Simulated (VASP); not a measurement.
Input of a VASP 6.6.1 run:

The input INCAR:

```
ALGO = Normal
EDIFF = 1E-6
EDIFFG = -0.04
ENCUT = 600
GGA = PE
IBRION = 2
ISIF = 3
ISMEAR = 0
LASPH = True
LCHARG = False
LREAL = False
LWAVE = False
NELM = 80
NSW = 90
PREC = Accurate
SIGMA = 0.1
```

Contents of KPOINTS:

```
k-points
0
Gamma
  3 3 4
```

Contents of POSCAR:

```
Rb3Ru
1.0
    6.2518141400      0.0000000000      0.0000000000
   -3.1259070700      5.4142298700      0.0000000000
    0.0000000000      0.0000000000      4.3787047200
Rb Ru
3 1
Direct
    0.5000000000      0.0000000000      0.0000000000
    0.0000000000      0.5000000000      0.0000000000
    0.5000000000      0.5000000000      0.0000000000
    0.0000000000      0.0000000000      0.0000000000
```

Potentials or basis: VASP PAW PBE potentials, release 64 (Rb_sv, Ru_pv).

Run with:

```bash
$ cat potpaw_PBE.64/Rb_sv/POTCAR potpaw_PBE.64/Ru_pv/POTCAR > POTCAR
$ mpirun -np 1 vasp_std > vasp.out
```

Task: Estimate the band gap on the k mesh.

Result: Zero (an odd number of electrons rules out a gap without spin polarisation).

Task: What does it give for the space group after relaxing (to 0.1 Å)?

Result: P6/mmm (No. 191).

Stress tensor (GPa, compression positive):
```
-0.14  0.00  0.00
 0.00 -0.14  0.00
 0.00  0.00 -0.01
```

Caveat: the k points lie up to 0.46 Å⁻¹ apart in the final cell, too coarse for converged energies and pressures of a metal; a cell axis changed by over 15 % at a fixed basis, so the end point is rough.
